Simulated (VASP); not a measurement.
# SnO2 in VASP: further runs

Runs on SnO2. Level: PBE. Tasks: single point.

Program: VASP 6.6.1. These are calculated values, not measurements. Logs are shortened: lines on timing, memory, paths and dates and some standing lists are left out, and cuts for length are marked.

## Step 1: The cell of the first run

It takes space group Pnnm (No. 58, orthorhombic). The conventional cell has a = 4.788 Å, b = 4.867 Å, c = 3.241 Å, α = 90.00°, β = 90.00°, γ = 90.00°. Sn (site symmetry 2/m) has 6 O at 2.09 Å within 2.8 Å. Within 2.8 Å of O (site symmetry m) lie 3 Sn at 2.09 Å and 1 O at 2.64 Å.

## Step 2: Single point, PBE

INCAR reads:

```
SYSTEM = SnO2
ALGO     = Normal         ! electronic algorithm
EDIFF    = 1E-6           ! SCF threshold, eV
ENCUT    = 600            ! plane-wave cutoff, eV
GGA      = PE             ! functional
GGA_COMPAT= .False.      
ISIF     = 2              ! what is computed and relaxed
ISMEAR   = 0              ! smearing method
LASPH    = .True.         ! aspherical terms in the spheres
LCHARG   = .True.         ! write CHGCAR
LELF     = .True.         ! ELF
LREAL    = .False.        ! projectors in reciprocal space
LVHAR    = .True.       
LWAVE    = .False.        ! write WAVECAR
NBANDS   = 35             ! bands
NELM     = 120            ! most SCF steps
PREC     = Accurate       ! precision mode
SIGMA    = 0.02           ! smearing width, eV
```

KPOINTS reads:

```
k-points
0
Gamma
  6 6 8
  0 0 0
```

POSCAR reads:

```
SnO2
1.0
    4.7880040000      0.0000000000      0.0000000000
    0.0000000000      4.8665820000      0.0000000000
    0.0000000000      0.0000000000      3.2408980000
Sn O
2 4
Direct
    0.5000000000      0.5000000000      0.5000000000
    0.0000000000      0.0000000000      0.0000000000
    0.3041721279      0.3089098977      0.0000000000
    0.8041721279      0.1910901023      0.5000000000
    0.1958278721      0.8089098977      0.5000000000
    0.6958278721      0.6910901023      0.0000000000
```

Potentials or basis: VASP PAW PBE potentials, release 64 (Sn_d, O).

Run with:

```
cat potpaw_PBE.64/Sn_d/POTCAR potpaw_PBE.64/O/POTCAR > POTCAR
mpirun -np 1 vasp_std > vasp.out
```

OUTCAR:

```text
SYSTEM = SnO2
   EDIFF = 1E-6
   ENCUT = 600
   GGA = PE
   ISIF = 2
   ISMEAR = 0
   LASPH = .True.
   LREAL = .False.
   NELM = 120
   PREC = Accurate

 ion  position               nearest neighbor table
   1  0.500  0.500  0.500-   3 2.09   6 2.09   3 2.09   6 2.09   5 2.09   4 2.09
   2  0.000  0.000  0.000-   4 2.09   5 2.09   4 2.09   5 2.09   3 2.09   6 2.09
   3  0.304  0.309  0.000-   1 2.09   1 2.09   2 2.09
   4  0.804  0.191  0.500-   2 2.09   2 2.09   1 2.09
   5  0.196  0.809  0.500-   2 2.09   2 2.09   1 2.09
   6  0.696  0.691  0.000-   1 2.09   1 2.09   2 2.09

  LATTYP: Found a simple orthorhombic cell.
 ALAT       =     3.2408980000
 B/A-ratio  =     1.4773695439
 C/A-ratio  =     1.5016152930

  Lattice vectors:

 A1 = (   0.0000000000,   0.0000000000,   3.2408980000)
 A2 = (   4.7880040000,   0.0000000000,   0.0000000000)
 A3 = (   0.0000000000,   4.8665820000,   0.0000000000)

Analysis of symmetry for initial positions (statically):
=====================================================================
 Subroutine PRICEL returns:
 Original cell was already a primitive cell.

 Routine SETGRP: Setting up the symmetry group for a
 simple orthorhombic supercell.

 Subroutine GETGRP returns: Found  8 space group operations
 (whereof  4 operations were pure point group operations)
 out of a pool of  8 trial point group operations.

The static configuration has the point symmetry C_2h.
 The point group associated with its full space group is D_2h.

Analysis of symmetry for dynamics (positions and initial velocities):
=====================================================================
 Subroutine PRICEL returns:
 Original cell was already a primitive cell.

 Routine SETGRP: Setting up the symmetry group for a
 simple orthorhombic supercell.

 Subroutine GETGRP returns: Found  8 space group operations
 (whereof  4 operations were pure point group operations)
 out of a pool of  8 trial point group operations.

The dynamic configuration has the point symmetry C_2h.
 The point group associated with its full space group is D_2h.

 Subroutine INISYM returns: Found  8 space group operations
 (whereof  4 operations are pure point group operations),
 and found     1 'primitive' translations

----------------------------------------------------------------------------------------

                                     Primitive cell

  volume of cell :      75.5169

  direct lattice vectors                    reciprocal lattice vectors
     4.788004000  0.000000000  0.000000000     0.208855298  0.000000000  0.000000000
     0.000000000  4.866582000  0.000000000     0.000000000  0.205483027  0.000000000
     0.000000000  0.000000000  3.240898000     0.000000000  0.000000000  0.308556456

  length of vectors
     4.788004000  4.866582000  3.240898000     0.208855298  0.205483027  0.308556456

  position of ions in fractional coordinates (direct lattice)
     0.500000000  0.500000000  0.500000000
     0.000000000  0.000000000  0.000000000
     0.304172128  0.308909898  0.000000000
     0.804172128  0.191090102  0.500000000
     0.195827872  0.808909898  0.500000000
     0.695827872  0.691090102  0.000000000

  ion indices of the primitive-cell ions
   primitive index   ion index
                 1           1
                 2           2
                 3           3
                 4           4
                 5           5
                 6           6

----------------------------------------------------------------------------------------

 KPOINTS: k-points

Automatic generation of k-mesh.
 Grid dimensions read from file:
 generate k-points for:    6    6    8

 Generating k-lattice:

  Cartesian coordinates                     Fractional coordinates (reciprocal lattice)
     0.034809216  0.000000000  0.000000000     0.166666667  0.000000000  0.000000000
     0.000000000  0.034247171  0.000000000     0.000000000  0.166666667  0.000000000
     0.000000000  0.000000000  0.038569557     0.000000000  0.000000000  0.125000000

  Length of vectors
     0.034809216  0.034247171  0.038569557

  Shift w.r.t. Gamma in fractional coordinates (k-lattice)
     0.000000000  0.000000000  0.000000000

 Subroutine IBZKPT returns following result:
 ===========================================

 Found     80 irreducible k-points:

 Following reciprocal coordinates:
            Coordinates               Weight
  0.000000  0.000000  0.000000      1.000000
  0.166667  0.000000  0.000000      2.000000
  0.333333  0.000000  0.000000      2.000000
  0.500000  0.000000  0.000000      1.000000
  0.000000  0.166667  0.000000      2.000000
  0.166667  0.166667  0.000000      4.000000
[... 16 lines left out ...]
  0.333333  0.166667  0.125000      8.000000
  0.500000  0.166667  0.125000      4.000000
 [... further k-points ...]
   k-points           NKPTS =     80   k-points in BZ     NKDIM =     80   number of bands    NBANDS=     35
   number of dos      NEDOS =    301   number of ions     NIONS =      6
   total plane-waves  NPLWV =  44800
   dimension x,y,z NGX =    40 NGY =   40 NGZ =   28
   dimension x,y,z NGXF=    80 NGYF=   80 NGZF=   56
   ions per type =               2   4
   NGX,Y,Z   is equivalent  to a cutoff of  13.89, 13.66, 14.36 a.u.
   NGXF,Y,Z  is equivalent  to a cutoff of  27.78, 27.33, 28.73 a.u.
 SYSTEM =  SnO2
   PREC   = accura    normal or accurate (medium, high low for compatibility)
   ISTART =      0    job   : 0-new  1-cont  2-samecut
   ICHARG =      2    charge: 1-file 2-atom 10-const
   ISPIN  =      1    spin polarized calculation?
   LNONCOLLINEAR =      F non collinear calculations
   LSORBIT =      F    spin-orbit coupling
   LASPH  =      T    aspherical Exc in radial PAW
   ENCUT  =  600.0 eV  44.10 Ry    6.64 a.u.   9.56  9.72  6.47*2*pi/ulx,y,z
   NELM   =    120;   NELMIN=  2; NELMDL= -5     # of ELM steps
   EDIFF  = 0.1E-05   stopping-criterion for ELM
   LREAL  =      F    real-space projection
   EDIFFG = 0.1E-04   stopping-criterion for IOM
   NSW    =      0    number of steps for IOM
   IBRION =     -1    ionic relax: 0-MD 1-quasi-New 2-CG
   NFREE  =      0    steps in history (QN), initial steepest desc. (CG)
   ISIF   =      2    stress and relaxation
   ISYM   =      2    0-nonsym 1-usesym 2-fastsym
   POTIM  = 0.5000    time-step for ionic-motion
   TEBEG  =    0.0;   TEEND  =   0.0 temperature during run
   PSTRESS=    0.0 pullay stress
   NELECT =      52.0000    total number of electrons
   NUPDOWN=      -1.0000    fix difference up-down
   EMIN   =  10.00;   EMAX   =-10.00  energy-range for DOS
   EFERMI =   0.00;   METHOD = LEGACY
   ISMEAR =     0;   SIGMA  =   0.02  broadening in eV -4-tet -1-fermi 0-gaus
   EFERMI_NEDOS =   21; number of points for ismear=-14 and -15
   IALGO  =     38    algorithm
   IMIX   =      4    mixing-type and parameters
     AMIX     =   0.40;   BMIX     =  1.00
     AMIX_MAG =   1.60;   BMIX_MAG =  1.00
  volume/ion in A,a.u.               =      12.59        84.94
  Fermi-wavevector in a.u.,A,eV,Ry     =   1.445644  2.731871 28.434627  2.089886
  Thomas-Fermi vector in A             =   2.563802
   LORBIT       =      0    0 simple, 1 ext, 2 COOP (PROOUT), +10 PAW based schemes
   GGA     = PE    functional components
   LHFCALC =     F    Hartree Fock is set to
   AEXX    =    0.0000 exact exchange contribution
   IVDW    =     0    specifies the selected vdW correction
   LEPSILON=     F    determine dielectric tensor
   LRPA    =     F    only Hartree local field effects (RPA)
 non-spin polarized calculation
 Gauss-broadening in eV      SIGMA  =   0.02
  energy-cutoff  :      600.00
  volume of cell :       75.52
 maximum number of plane-waves:      2552
 NGX is ok and might be reduce to    40
   NGX = 19   NGY = 19   NGZ = 13

 number of electron      51.9999998 magnetization

 Free energy of the ion-electron system (eV)
  ---------------------------------------------------
  ext. energy  EPLUGINS =         0.00000000
  ---------------------------------------------------
  free energy    TOTEN  =       -37.31840000 eV

  energy without entropy =      -37.31840000  energy(sigma->0) =      -37.31840000

 E-fermi :   5.6638     XC(G=0): -10.9728

 val. band max:        5.5168332433   @ k =   0.0000   0.0000   0.0000
 cond. band min:       6.1807429664   @ k =   0.0000   0.0000   0.0000
 fundamental gap:      0.6639097231
 Fermi energy:         5.6637994411

 k-point     1 :       0.0000    0.0000    0.0000
  band No.  band energies     occupation
      1     -15.5110      2.00000
      2     -14.8477      2.00000
      3     -14.6576      2.00000
      4     -14.6302      2.00000
      5     -14.6300      2.00000
      6     -14.5657      2.00000
[... 27 lines left out ...]
     34      17.0129      0.00000
     35      17.7281      0.00000

 k-point     2 :       0.1667    0.0000    0.0000
  band No.  band energies     occupation
      1     -15.4738      2.00000
      2     -14.8896      2.00000
      3     -14.6568      2.00000
      4     -14.6287      2.00000
      5     -14.6284      2.00000
      6     -14.5943      2.00000
[... 27 lines left out ...]
     34      17.1355      0.00000
     35      17.7618      0.00000

 k-point     3 :       0.3333    0.0000    0.0000
  band No.  band energies     occupation
      1     -15.3663      2.00000
      2     -15.0230      2.00000
      3     -14.6543      2.00000
      4     -14.6320      2.00000
      5     -14.6257      2.00000
      6     -14.6254      2.00000
[... 27 lines left out ...]
     34      17.5687      0.00000
     35      17.7707      0.00000
[... 723 lines left out ...]
 k-point    23 :       0.3333    0.1667    0.1250
  band No.  band energies     occupation
      1     -15.3070      2.00000
      2     -15.0380      2.00000
      3     -14.7484      2.00000
      4     -14.7353      2.00000
      5     -14.6190      2.00000
      6     -14.5862      2.00000
[... 27 lines left out ...]
     34      17.5907      0.00000
     35      17.7235      0.00000

 k-point    24 :       0.5000    0.1667    0.1250
  band No.  band energies     occupation
      1     -15.1837      2.00000
      2     -15.1837      2.00000
      3     -14.7426      2.00000
      4     -14.7426      2.00000
      5     -14.6033      2.00000
      6     -14.6033      2.00000
[... 27 lines left out ...]
     34      17.4397      0.00000
     35      17.7904      0.00000

 [... further k-points ...]

------------------------ aborting loop because EDIFF is reached ----------------------------------------

  FORCE on cell =-STRESS in cart. coord.  units (eV):
  Direction    XX          YY          ZZ          XY          YZ          ZX
  --------------------------------------------------------------------------------------
  -------------------------------------------------------------------------------------
  Total        0.3692841     -0.1523350      0.1308121     -0.0000000      0.0000000      0.0000000
  in kB        7.8347888     -3.2319638      2.7753295     -0.0000000      0.0000000      0.0000000
  external PRESSURE =       2.4593848 kB  Pullay stress =       0.0000000 kB

 VOLUME and BASIS-vectors are now :
 -----------------------------------------------------------------------------
  energy-cutoff  :      600.00
  volume of cell :       75.52
      direct lattice vectors                 reciprocal lattice vectors
     4.788004000  0.000000000  0.000000000     0.208855298  0.000000000  0.000000000
     0.000000000  4.866582000  0.000000000     0.000000000  0.205483027  0.000000000
     0.000000000  0.000000000  3.240898000     0.000000000  0.000000000  0.308556456

 POSITION                                       TOTAL-FORCE (eV/Angst)
 -----------------------------------------------------------------------------------
      2.39400      2.43329      1.62045         0.000000      0.000000      0.000000
      0.00000      0.00000      0.00000         0.000000      0.000000      0.000000
      1.45638      1.50334      0.00000        -0.006897     -0.007162     -0.000000
      3.85038      0.92996      1.62045        -0.006897      0.007162     -0.000000
      0.93762      3.93663      1.62045         0.006897     -0.007162      0.000000
      3.33163      3.36325      0.00000         0.006897      0.007162      0.000000
 -----------------------------------------------------------------------------------
    total drift:                                0.000000     -0.000000     -0.000000

  FREE ENERGIE OF THE ION-ELECTRON SYSTEM (eV)
  ---------------------------------------------------
  free  energy   TOTEN  =       -37.3183999958 eV

  energy  without entropy=      -37.3183999958  energy(sigma->0) =      -37.31840000
```

Wall time 4.5 min (1 thread of Oxide Virtual Turin-like, shared host); peak memory 0.3 GiB.

What came out:

```yaml
Free_energy: -37.3184 eV
Pressure: 0.2 GPa
Largest_force: 0.010 eV/Å
Band_gap_on_the_k_mesh: 0.66 eV
```

Forces on the atoms (eV/Å):
```
Sn   0.000  0.000  0.000
Sn   0.000  0.000  0.000
O   -0.007 -0.007  0.000
O   -0.007  0.007  0.000
O    0.007 -0.007  0.000
O    0.007  0.007  0.000
```

Caveat: semilocal functionals underestimate gaps, and a narrow one can read as zero; spin-orbit coupling is left out, which moves the levels of the heavy elements.

## Step 3: Single point, PBE

This run uses another cell than the first one, of 13.33 Å³/atom.

INCAR reads:

```
ALGO = Normal ; EDIFF = 1E-6
ENCUT = 600 ; GGA = PE
GGA_COMPAT = F ; ISIF = 2
ISMEAR = 0 ; LASPH = T
LCHARG = F ; LREAL = F
LWAVE = F ; NBANDS = 35
NELM = 120 ; PREC = Accurate
SIGMA = 0.02
```

KPOINTS reads:

```
k-points
0
Gamma
  6 6 8
```

POSCAR reads:

```
SnO2
1.0
    4.9499659998      0.0000000000      0.0000000000
    0.0000000000      4.9500146405      0.0000000000
    0.0000000000      0.0000000000      3.2646046039
Sn O
2 4
Direct
    0.5000000000      0.5000000000      0.5000000000
    0.0000000000      0.0000000000      0.0000000000
    0.3083185990      0.3083391066      0.0000000000
    0.8083185990      0.1916608934      0.5000000000
    0.1916814010      0.8083391066      0.5000000000
    0.6916814010      0.6916608934      0.0000000000
```

Potentials or basis: VASP PAW PBE potentials, release 64 (Sn_d, O).

Run with:

```
cat potpaw_PBE.64/Sn_d/POTCAR potpaw_PBE.64/O/POTCAR > POTCAR
mpirun -np 1 vasp_std > vasp.out
```

Wall time 3.8 min (1 thread of Oxide Virtual Turin-like, shared host); peak memory 0.31 GiB.

Results (log left out):

- Free energy: -37.2143 eV
- Pressure: -7.9 GPa
- Largest force: 0.022 eV/Å
- Band gap on the k mesh: 0.19 eV

Forces in eV/Å, atoms in the order of the input:
```
Sn   0.000  0.000  0.000
Sn   0.000  0.000  0.000
O   -0.016 -0.016  0.000
O   -0.016  0.016  0.000
O    0.016 -0.016  0.000
O    0.016  0.016  0.000
```

Stress tensor (GPa, compression positive):
```
-7.94  0.00  0.00
 0.00 -7.94  0.00
 0.00  0.00 -7.74
```

Levels at points of the mesh, in eV from the valence-band top:
```
           k point  band 24  band 25  band 26  band 27  band 28  band 29
(0.00, 0.00, 0.00)    -0.71    -0.71     0.00     0.19     5.23     5.87
(0.50, 0.00, 0.00)    -1.18    -0.59    -0.59     3.34     3.34     6.58
(0.00, 0.50, 0.00)    -1.18    -0.59    -0.59     3.34     3.34     6.58
(0.50, 0.50, 0.00)    -1.29    -0.82    -0.82     3.71     3.71     6.81
(0.00, 0.00, 0.50)    -1.37    -1.11    -1.11     5.02     5.02     8.93
(0.50, 0.00, 0.50)    -0.93    -0.80    -0.80     5.25     5.25     7.07
(0.00, 0.50, 0.50)    -0.93    -0.80    -0.80     5.25     5.25     7.07
(0.50, 0.50, 0.50)    -0.89    -0.73    -0.73     3.91     3.91     8.21
```

Caveat: the cell stands under tension; semilocal functionals underestimate gaps, and a narrow one can read as zero; spin-orbit coupling is left out, which moves the levels of the heavy elements.

[end of part 1 of 2]
